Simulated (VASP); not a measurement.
PbSe, 2 atoms in the cell. The structure is cubic, space group Fm-3m (No. 225). Conventional cell: a = 6.083 Å, b = 6.083 Å, c = 6.083 Å, α = 90.00°, β = 90.00°, γ = 90.00°. Pb (site symmetry m-3m) has 6 Se at 3.04 Å within 4.0 Å. Within 4.0 Å of Se (site symmetry m-3m) lie 6 Pb at 3.04 Å.  This cell differs from its parent crystal: volume scaled by 0.98.

```yaml
Program: VASP 6.6.1
Task: electric field gradients
Functional: PBEsol
Potentials_or_basis: VASP PAW PBE potentials, release 64 (Pb_d, Se)
Cutoff: 520 eV
k_mesh: 7 × 7 × 7
Occupations: fermi-dirac, width 0.02 eV
Spin: no spin polarisation
Dipole_correction: no
Further_INCAR_settings: ALGO = Normal; EDIFF = 1e-08; NBANDS = 17
```

Potentials or basis: VASP PAW PBE potentials, release 64 (Pb_d, Se).

Command:

```bash
$ cat potpaw_PBE.64/Pb_d/POTCAR potpaw_PBE.64/Se/POTCAR > POTCAR
$ mpirun -np 1 vasp_std > vasp.out
```

Hardware: 1 thread of AMD EPYC 7R13 (shared host).

Task: How long does it take, and how much memory?

Result: It took 17 s on 1 thread of AMD EPYC 7R13, with other jobs on the host, peak memory 0.18 GiB. Counts: scf iterations 14, k points 20.
